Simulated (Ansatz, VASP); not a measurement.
**Two plane-wave programs on La**

Contents of INCAR:

```
SYSTEM = La
PREC     = Accurate       ! precision mode
ENCUT    = 600            ! plane-wave cutoff, eV
EDIFF    = 1E-6           ! SCF threshold, eV
ISMEAR   = 0              ! smearing method
SIGMA    = 0.1            ! smearing width, eV
LREAL    = .FALSE.        ! projectors in reciprocal space
LASPH    = .TRUE.         ! aspherical terms in the spheres
NELM     = 80             ! most SCF steps
ALGO     = Fast           ! electronic algorithm
ISIF     = 3              ! what is computed and relaxed
LWAVE    = .FALSE.        ! write WAVECAR
LCHARG   = .FALSE.        ! write CHGCAR
GGA      = PE             ! functional
IBRION   = 2              ! ionic algorithm
NSW      = 100            ! ionic steps
EDIFFG   = -0.01          ! ionic threshold
```

KPOINTS

```
Automatic mesh
0
G
  16 16 16
  0 0 0
```

The input POSCAR:

```
La
1.0
    3.2811011413      0.0000000000      0.0000000000
    0.0000000000      3.2811011413      0.0000000000
    0.0000000000      0.0000000000      3.4013232662
La
1
Direct
    0.5000000000      0.5000000000      0.0000000000
```

Input for Ansatz:

```yaml
crystal:
  lattice:
    - [3.2811011413, 0.0, 0.0]
    - [0.0, 3.2811011413, 0.0]
    - [0.0, 0.0, 3.4013232662]
  atoms:
    - { symbol: La, position: [0.5, 0.5, 0.0] }
basis:
  ecutwfc: 420
kpoints:
  mp_grid: { grid: [16, 16, 16] }
hamiltonian:
  xc: pbe
scf:
  occupations: { method: gaussian, width: 0.1 }
output:
  forces: true
  stress: true
  eigenvalues: true
relax:
  adjacent_minimum: "off"
  f_tol: 0.01
  max_steps: 80
  cell: { stress_tol: 0.05 }
```

Alike in both runs: task relaxation of cell and atoms; functional PBE; k mesh 16 × 16 × 16; occupations gaussian, width 0.1 eV; no spin polarisation.

|  | VASP | Ansatz |
| --- | --- | --- |
| version | VASP 6.6.1 | Ansatz 0.2.0 |
| potentials or method | VASP PAW PBE potentials, release 64 (La), cutoff 600 eV | scalar-relativistic, plane waves, PAW |
| valence electrons in the cell | 11 | 11 |

|  | VASP | Ansatz | Ansatz less VASP |
| --- | --- | --- | --- |
| gap on the k mesh at the Fermi level, each at its own relaxed structure (eV) | none | none | - |
| relaxed volume (Å³/atom) | 36.68 | 36.55 | -0.130 |
| relaxed length of the cell vector where the two differ most in proportion (Å) | 3.324 | 3.319 | -0.0051 |

A gap of «none» marks a metal or a gap that the smearing closes.

Spin-orbit coupling is off throughout.
